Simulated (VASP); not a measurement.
# NaCl (Pm-3m) in VASP: a series of runs

Aim: see how the results for NaCl move with the level of theory and the settings. Levels: PBE, revPBE. Tasks: single point.

Everything below comes from runs of VASP 6.6.1. Logs are shortened: lines on timing, memory, paths and dates and some standing lists are left out, and cuts for length are marked.

## (1) The cell of the first run

It takes space group Pm-3m (No. 221, cubic). The conventional cell has a = 3.502 Å, b = 3.502 Å, c = 3.502 Å, α = 90.00°, β = 90.00°, γ = 90.00°. Cl (site symmetry m-3m) has 8 Na at 3.03 Å and 6 Cl at 3.50 Å within 4.0 Å. Na (site symmetry m-3m) has 8 Cl at 3.03 Å and 6 Na at 3.50 Å within 4.0 Å.

## (2) Single point, PBE

Contents of INCAR:

```
PREC = Accurate
ENCUT = 520
EDIFF = 1E-7
ISMEAR = 0
SIGMA = 0.011
LREAL = F
LASPH = T
NELM = 60
ALGO = Normal
ISIF = 2
LWAVE = F
LCHARG = F
GGA = PE
NBANDS = 14
```

Contents of KPOINTS:

```
regular mesh
0
Gamma
  8 8 8
```

Contents of POSCAR:

```
NaCl
1.0
    3.5021900000      0.0000000000      0.0000000000
    0.0000000000      3.5021900000      0.0000000000
    0.0000000000      0.0000000000      3.5021900000
Cl Na
1 1
Direct
    0.5000000000      0.5000000000      0.5000000000
    0.0000000000      0.0000000000      0.0000000000
```

Potentials or basis: VASP PAW PBE potentials, release 64 (Cl, Na_pv).

On the command line:

```console
cat potpaw_PBE.64/Cl/POTCAR potpaw_PBE.64/Na_pv/POTCAR > POTCAR
mpirun -np 1 vasp_std > vasp.out
```

OUTCAR:

```text
PREC = Accurate
   ENCUT = 520
   EDIFF = 1E-7
   ISMEAR = 0
   LREAL = F
   LASPH = T
   NELM = 60
   ISIF = 2
   GGA = PE

 ion  position               nearest neighbor table
   1  0.500  0.500  0.500-
   2  0.000  0.000  0.000-

  LATTYP: Found a simple cubic cell.
 ALAT       =     3.5021900000

  Lattice vectors:

 A1 = (   3.5021900000,   0.0000000000,   0.0000000000)
 A2 = (   0.0000000000,   3.5021900000,   0.0000000000)
 A3 = (   0.0000000000,   0.0000000000,   3.5021900000)

Analysis of symmetry for initial positions (statically):
=====================================================================
 Subroutine PRICEL returns:
 Original cell was already a primitive cell.

 Routine SETGRP: Setting up the symmetry group for a
 simple cubic supercell.

 Subroutine GETGRP returns: Found 48 space group operations
 (whereof 48 operations were pure point group operations)
 out of a pool of 48 trial point group operations.

The static configuration has the point symmetry O_h .

Analysis of symmetry for dynamics (positions and initial velocities):
=====================================================================
 Subroutine PRICEL returns:
 Original cell was already a primitive cell.

 Routine SETGRP: Setting up the symmetry group for a
 simple cubic supercell.

 Subroutine GETGRP returns: Found 48 space group operations
 (whereof 48 operations were pure point group operations)
 out of a pool of 48 trial point group operations.

The dynamic configuration has the point symmetry O_h .

 Subroutine INISYM returns: Found 48 space group operations
 (whereof 48 operations are pure point group operations),
 and found     1 'primitive' translations

----------------------------------------------------------------------------------------

                                     Primitive cell

  volume of cell :      42.9555

  direct lattice vectors                    reciprocal lattice vectors
     3.502190000  0.000000000  0.000000000     0.285535622  0.000000000  0.000000000
     0.000000000  3.502190000  0.000000000     0.000000000  0.285535622  0.000000000
     0.000000000  0.000000000  3.502190000     0.000000000  0.000000000  0.285535622

  length of vectors
     3.502190000  3.502190000  3.502190000     0.285535622  0.285535622  0.285535622

  position of ions in fractional coordinates (direct lattice)
     0.500000000  0.500000000  0.500000000
     0.000000000  0.000000000  0.000000000

  ion indices of the primitive-cell ions
   primitive index   ion index
                 1           1
                 2           2

----------------------------------------------------------------------------------------

 KPOINTS: regular mesh

Automatic generation of k-mesh.
 Grid dimensions read from file:
 generate k-points for:    8    8    8

 Generating k-lattice:

  Cartesian coordinates                     Fractional coordinates (reciprocal lattice)
     0.035691953  0.000000000  0.000000000     0.125000000  0.000000000  0.000000000
     0.000000000  0.035691953  0.000000000     0.000000000  0.125000000  0.000000000
     0.000000000  0.000000000  0.035691953     0.000000000  0.000000000  0.125000000

  Length of vectors
     0.035691953  0.035691953  0.035691953

  Shift w.r.t. Gamma in fractional coordinates (k-lattice)
     0.000000000  0.000000000  0.000000000

 Subroutine IBZKPT returns following result:
 ===========================================

 Found     35 irreducible k-points:

 Following reciprocal coordinates:
            Coordinates               Weight
  0.000000  0.000000  0.000000      1.000000
  0.125000  0.000000  0.000000      6.000000
  0.250000  0.000000  0.000000      6.000000
  0.375000  0.000000  0.000000      6.000000
  0.500000  0.000000  0.000000      3.000000
  0.125000  0.125000  0.000000     12.000000
[... 16 lines left out ...]
  0.375000  0.375000  0.125000     24.000000
  0.500000  0.375000  0.125000     24.000000
 [... further k-points ...]
   k-points           NKPTS =     35   k-points in BZ     NKDIM =     35   number of bands    NBANDS=     14
   number of dos      NEDOS =    301   number of ions     NIONS =      2
   total plane-waves  NPLWV =  21952
   dimension x,y,z NGX =    28 NGY =   28 NGZ =   28
   dimension x,y,z NGXF=    56 NGYF=   56 NGZF=   56
   ions per type =               1   1
   NGX,Y,Z   is equivalent  to a cutoff of  13.29, 13.29, 13.29 a.u.
   NGXF,Y,Z  is equivalent  to a cutoff of  26.58, 26.58, 26.58 a.u.
 SYSTEM =  unknown system
   PREC   = accura    normal or accurate (medium, high low for compatibility)
   ISTART =      0    job   : 0-new  1-cont  2-samecut
   ICHARG =      2    charge: 1-file 2-atom 10-const
   ISPIN  =      1    spin polarized calculation?
   LNONCOLLINEAR =      F non collinear calculations
   LSORBIT =      F    spin-orbit coupling
   LASPH  =      T    aspherical Exc in radial PAW
   ENCUT  =  520.0 eV  38.22 Ry    6.18 a.u.   6.51  6.51  6.51*2*pi/ulx,y,z
   NELM   =     60;   NELMIN=  2; NELMDL= -5     # of ELM steps
   EDIFF  = 0.1E-06   stopping-criterion for ELM
   LREAL  =      F    real-space projection
   EDIFFG = 0.1E-05   stopping-criterion for IOM
   NSW    =      0    number of steps for IOM
   IBRION =     -1    ionic relax: 0-MD 1-quasi-New 2-CG
   NFREE  =      0    steps in history (QN), initial steepest desc. (CG)
   ISIF   =      2    stress and relaxation
   ISYM   =      2    0-nonsym 1-usesym 2-fastsym
   POTIM  = 0.5000    time-step for ionic-motion
   TEBEG  =    0.0;   TEEND  =   0.0 temperature during run
   PSTRESS=    0.0 pullay stress
   NELECT =      14.0000    total number of electrons
   NUPDOWN=      -1.0000    fix difference up-down
   EMIN   =  10.00;   EMAX   =-10.00  energy-range for DOS
   EFERMI =   0.00;   METHOD = LEGACY
   ISMEAR =     0;   SIGMA  =   0.01  broadening in eV -4-tet -1-fermi 0-gaus
   EFERMI_NEDOS =   21; number of points for ismear=-14 and -15
   IALGO  =     38    algorithm
   IMIX   =      4    mixing-type and parameters
     AMIX     =   0.40;   BMIX     =  1.00
     AMIX_MAG =   1.60;   BMIX_MAG =  1.00
  volume/ion in A,a.u.               =      21.48       144.94
  Fermi-wavevector in a.u.,A,eV,Ry     =   1.126621  2.129005 17.269530  1.269275
  Thomas-Fermi vector in A             =   2.263304
   LORBIT       =      0    0 simple, 1 ext, 2 COOP (PROOUT), +10 PAW based schemes
   GGA     = PE    functional components
   LHFCALC =     F    Hartree Fock is set to
   AEXX    =    0.0000 exact exchange contribution
   IVDW    =     0    specifies the selected vdW correction
   LEPSILON=     F    determine dielectric tensor
   LRPA    =     F    only Hartree local field effects (RPA)
 non-spin polarized calculation
 Gauss-broadening in eV      SIGMA  =   0.01
  energy-cutoff  :      520.00
  volume of cell :       42.96
 maximum number of plane-waves:      1189
 NGX is ok and might be reduce to    28
   NGX = 13   NGY = 13   NGZ = 13

 number of electron      13.9999982 magnetization

 Free energy of the ion-electron system (eV)
  ---------------------------------------------------
  ext. energy  EPLUGINS =         0.00000000
  ---------------------------------------------------
  free energy    TOTEN  =        -6.46871738 eV

  energy without entropy =       -6.46871738  energy(sigma->0) =       -6.46871738

 E-fermi :   0.4783     XC(G=0):  -8.4327

 val. band max:        0.4245547808   @ k =   0.5000   0.5000   0.0000
 cond. band min:       4.4031525292   @ k =   0.0000   0.0000   0.0000
 fundamental gap:      3.9785977483
 Fermi energy:         0.4783364470

 k-point     1 :       0.0000    0.0000    0.0000
  band No.  band energies     occupation
      1     -21.6491      2.00000
      2     -21.6491      2.00000
      3     -21.6491      2.00000
      4     -12.9519      2.00000
      5      -0.0661      2.00000
      6      -0.0661      2.00000
      7      -0.0661      2.00000
      8       4.4032      0.00000
      9       9.0039      0.00000
     10       9.0039      0.00000
     11      16.1128      0.00000
     12      16.1128      0.00000
     13      16.1129      0.00000
     14      16.3375      0.00000

 k-point     2 :       0.1250    0.0000    0.0000
  band No.  band energies     occupation
      1     -21.6551      2.00000
      2     -21.6486      2.00000
      3     -21.6486      2.00000
      4     -12.9030      2.00000
      5      -0.5565      2.00000
      6      -0.0333      2.00000
      7      -0.0333      2.00000
      8       4.8505      0.00000
      9       9.1750      0.00000
     10       9.3336      0.00000
     11      14.7620      0.00000
     12      14.7620      0.00000
     13      15.6871      0.00000
     14      16.4557      0.00000

 k-point     3 :       0.2500    0.0000    0.0000
  band No.  band energies     occupation
      1     -21.6695      2.00000
      2     -21.6473      2.00000
      3     -21.6473      2.00000
      4     -12.7804      2.00000
      5      -1.4875      2.00000
      6       0.0479      2.00000
      7       0.0479      2.00000
      8       5.7582      0.00000
      9       9.6738      0.00000
     10       9.8062      0.00000
     11      13.4572      0.00000
     12      13.4572      0.00000
     13      15.5207      0.00000
     14      16.1000      0.00000

 k-point     4 :       0.3750    0.0000    0.0000
  band No.  band energies     occupation
      1     -21.6838      2.00000
      2     -21.6460      2.00000
      3     -21.6460      2.00000
      4     -12.6509      2.00000
      5      -2.2367      2.00000
      6       0.1323      2.00000
      7       0.1323      2.00000
      8       6.7372      0.00000
      9       9.4920      0.00000
     10      10.4183      0.00000
     11      12.5773      0.00000
     12      12.5773      0.00000
     13      14.2895      0.00000
     14      16.9467      0.00000

 k-point     5 :       0.5000    0.0000    0.0000
  band No.  band energies     occupation
      1     -21.6897      2.00000
      2     -21.6455      2.00000
      3     -21.6455      2.00000
      4     -12.5951      2.00000
      5      -2.5157      2.00000
      6       0.1683      2.00000
      7       0.1683      2.00000
      8       7.3463      0.00000
      9       8.9890      0.00000
     10      10.9374      0.00000
     11      12.2679      0.00000
[... 276 lines left out ...]
 k-point    22 :       0.5000    0.2500    0.1250
  band No.  band energies     occupation
      1     -21.6843      2.00000
      2     -21.6626      2.00000
      3     -21.6489      2.00000
      4     -12.4291      2.00000
      5      -2.1283      2.00000
      6      -0.9068      2.00000
      7      -0.0508      2.00000
      8       7.4345      0.00000
      9       9.0467      0.00000
     10      10.0249      0.00000
     11      12.1299      0.00000
     12      13.5369      0.00000
     13      13.6612      0.00000
     14      17.6456      0.00000

 k-point    23 :       0.3750    0.3750    0.1250
  band No.  band energies     occupation
      1     -21.6768      2.00000
      2     -21.6755      2.00000
      3     -21.6482      2.00000
      4     -12.3760      2.00000
      5      -1.7063      2.00000
      6      -1.5751      2.00000
      7       0.0082      2.00000
      8       6.8092      0.00000
      9       9.4189      0.00000
     10      10.4429      0.00000
     11      11.6470      0.00000
     12      13.7116      0.00000
     13      13.9397      0.00000
     14      17.2618      0.00000

 k-point    24 :       0.5000    0.3750    0.1250
  band No.  band energies     occupation
      1     -21.6814      2.00000
      2     -21.6750      2.00000
      3     -21.6477      2.00000
      4     -12.3327      2.00000
      5      -1.8878      2.00000
      6      -1.5393      2.00000
      7       0.0542      2.00000
      8       6.5045      0.00000
      9       9.8359      0.00000
     10      10.1831      0.00000
     11      11.5202      0.00000
     12      13.9635      0.00000
     13      13.9803      0.00000
     14      16.8119      0.00000

 [... further k-points ...]

------------------------ aborting loop because EDIFF is reached ----------------------------------------

  FORCE on cell =-STRESS in cart. coord.  units (eV):
  Direction    XX          YY          ZZ          XY          YZ          ZX
  --------------------------------------------------------------------------------------
  -------------------------------------------------------------------------------------
  Total        0.0147018      0.0147018      0.0147018      0.0000000      0.0000000      0.0000000
  in kB        0.5483563      0.5483563      0.5483563      0.0000000      0.0000000      0.0000000
  external PRESSURE =       0.5483563 kB  Pullay stress =       0.0000000 kB

 VOLUME and BASIS-vectors are now :
 -----------------------------------------------------------------------------
  energy-cutoff  :      520.00
  volume of cell :       42.96
      direct lattice vectors                 reciprocal lattice vectors
     3.502190000  0.000000000  0.000000000     0.285535622  0.000000000  0.000000000
     0.000000000  3.502190000  0.000000000     0.000000000  0.285535622  0.000000000
     0.000000000  0.000000000  3.502190000     0.000000000  0.000000000  0.285535622

 POSITION                                       TOTAL-FORCE (eV/Angst)
 -----------------------------------------------------------------------------------
      1.75110      1.75110      1.75110         0.000000      0.000000      0.000000
      0.00000      0.00000      0.00000         0.000000      0.000000      0.000000
 -----------------------------------------------------------------------------------
    total drift:                               -0.000000      0.000000      0.000000

  FREE ENERGIE OF THE ION-ELECTRON SYSTEM (eV)
  ---------------------------------------------------
  free  energy   TOTEN  =        -6.4687173798 eV

  energy  without entropy=       -6.4687173798  energy(sigma->0) =       -6.46871738
```

It took 25 s on 1 thread of Intel Xeon 8259CL, shared host; peak memory 0.16 GiB.

Results:

```yaml
Free_energy: -6.4687 eV
Pressure: 0.1 GPa
Band_gap_on_the_k_mesh: 3.98 eV (least direct gap 4.47 eV)
```

A k mesh can miss the band edges.

## (3) Single point, revPBE

This run uses another cell than the first one, of 22.99 Å³/atom.

Contents of INCAR:

```
ALGO = Normal
EDIFF = 1E-7
ENCUT = 520
GGA = RE
ISIF = 2
ISMEAR = -1
LASPH = T
LCHARG = F
LREAL = F
LWAVE = F
NBANDS = 14
NELM = 80
PREC = Accurate
SIGMA = 0.05
```

Contents of KPOINTS:

```
k-points
0
Gamma
  8 8 8
```

Contents of POSCAR:

```
NaCl
1.0
    3.5827230189      0.0000000000      0.0000000000
    0.0000000000      3.5827230189      0.0000000000
    0.0000000000      0.0000000000      3.5827230189
Cl Na
1 1
Direct
    0.5000000000      0.5000000000      0.5000000000
    0.0000000000      0.0000000000      0.0000000000
```

Potentials or basis: VASP PAW PBE potentials, release 64 (Cl, Na_pv).

On the command line:

```console
cat potpaw_PBE.64/Cl/POTCAR potpaw_PBE.64/Na_pv/POTCAR > POTCAR
mpirun -np 1 vasp_std > vasp.out
```

It took 23 s on 1 thread of Intel Xeon 8259CL, shared host; peak memory 0.16 GiB.

It converged, with:

| Property | Result |
| --- | --- |
| Free energy | -6.1309 eV |
| Pressure | -0.1 GPa |
| Band gap on the k mesh | 4.03 eV (least direct gap 4.46 eV) |

Levels at points of the mesh, in eV from the valence-band top:
| k point | band 4 | band 5 | band 6 | band 7 | band 8 | band 9 | band 10 | band 11 |
| --- | --- | --- | --- | --- | --- | --- | --- | --- |
| (0.00, 0.00, 0.00) | -13.14 | -0.43 | -0.43 | -0.43 | 4.03 | 8.80 | 8.80 | 15.32 |
| (0.50, 0.00, 0.00) | -12.85 | -2.59 | -0.22 | -0.22 | 6.94 | 8.36 | 10.61 | 11.80 |
| (0.50, 0.50, 0.00) | -12.63 | -2.00 | -2.00 | 0.00 | 5.77 | 9.88 | 10.84 | 10.84 |
| (0.50, 0.50, 0.50) | -12.40 | -1.63 | -1.63 | -1.63 | 7.32 | 7.32 | 7.32 | 11.41 |

Caveat: the PAW data sets were made with another functional, which shifts forces and pressure a little. A k mesh can miss the band edges.
